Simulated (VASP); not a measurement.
Wanted: the native input for a VASP 6.6.1 run.

| Property | Result |
| --- | --- |
| Task | G0W0 quasiparticle levels |
| Functional | PBE |
| Potentials or basis | VASP PAW PBE potentials, release 64 (Li_GW, F_GW) |
| Cutoff | 500 eV |
| k mesh | 6 × 6 × 6 |
| Occupations | gaussian, width 0.01 eV |
| Spin | no spin polarisation |
| Dipole correction | no |
| GW scheme | G0W0 |
| GW iterations | 1 |
| Cutoff of the response function | 150 |
| Frequency points | 96 |
| Empty bands | 65 |
| Further INCAR settings | ALGO = EVGW0; EDIFF = 1e-08; NBANDS = 69 |

The system is LiF.

```xyz
2
Lattice="0.0000 1.9849 2.0014 1.9849 0.0000 2.0014 1.9849 1.9849 0.0000" Properties=species:S:1:pos:R:3 pbc="T T T"
Li    0.0000    0.0000    0.0000
F     1.9849    1.9849    2.0014
```

These files were run (other wordings do the same):

POSCAR

```
LiF
1.0
    0.0000000000      1.9848973817      2.0013784472
    1.9848973817      0.0000000000      2.0013784472
    1.9848973817      1.9848973817      0.0000000000
Li F
1 1
Direct
    0.0000000000      0.0000000000      0.0000000000
    0.5000000000      0.5000000000      0.5000000000
```

INCAR.step1

```
SYSTEM = LiF
ALGO = Normal ; EDIFF = 1E-8
ENCUT = 500 ; GGA = PE
ISMEAR = 0 ; LASPH = .True.
LCHARG = .False. ; LREAL = .False.
LWAVE = .True. ; NELM = 80
PREC = Accurate ; SIGMA = 0.01
```

INCAR.step2

```
SYSTEM = LiF
ALGO = Exact ; EDIFF = 1E-8
ENCUT = 500 ; GGA = PE
ISMEAR = 0 ; ISTART = 1
LASPH = .True. ; LCHARG = .False.
LOPTICS = .True. ; LREAL = .False.
LWAVE = .True. ; NBANDS = 69
NELM = 1 ; PREC = Accurate
SIGMA = 0.01
```

INCAR.step3

```
SYSTEM = LiF
ALGO = EVGW0 ; EDIFF = 1E-8
ENCUT = 500 ; ENCUTGW = 150.0
GGA = PE ; ISMEAR = 0
ISTART = 1 ; LASPH = .True.
LCHARG = .False. ; LREAL = .False.
LWAVE = .False. ; NBANDS = 69
NBANDSGW = 12 ; NELMGW = 1
NOMEGA = 96 ; OMEGAMAX = 20
PREC = Accurate ; PRECFOCK = Fast
SIGMA = 0.01
```

KPOINTS

```
k-points
0
Gamma
  6 6 6
  0 0 0
```

Potentials or basis: VASP PAW PBE potentials, release 64 (Li_GW, F_GW).

Run with:

```console
$ cat potpaw_PBE.64/Li_GW/POTCAR potpaw_PBE.64/F_GW/POTCAR > POTCAR
$ cp INCAR.step1 INCAR
$ mpirun -np 1 vasp_std > vasp.out
$ cp INCAR.step2 INCAR
$ mpirun -np 1 vasp_std > vasp.out
$ cp INCAR.step3 INCAR
$ mpirun -np 1 vasp_std > vasp.out
```

Results of the run:

- Quasiparticle gap: 13.69 eV
- Least direct quasiparticle gap: 13.69 eV
- Band gap of the starting levels on the mesh: 9.36 eV
- Least direct gap of the starting levels on the mesh: 9.36 eV

Caveat: the k points lie up to 0.46 Å⁻¹ apart; bands, screening cutoff and mesh are small and nothing is extrapolated, so the quasiparticle values aren't converged.

Run time: 2.8 min on 1 thread of Intel(R) Xeon(R) Platinum 8488C (Sapphire Rapids) (shared host), peak memory 0.33 GiB.
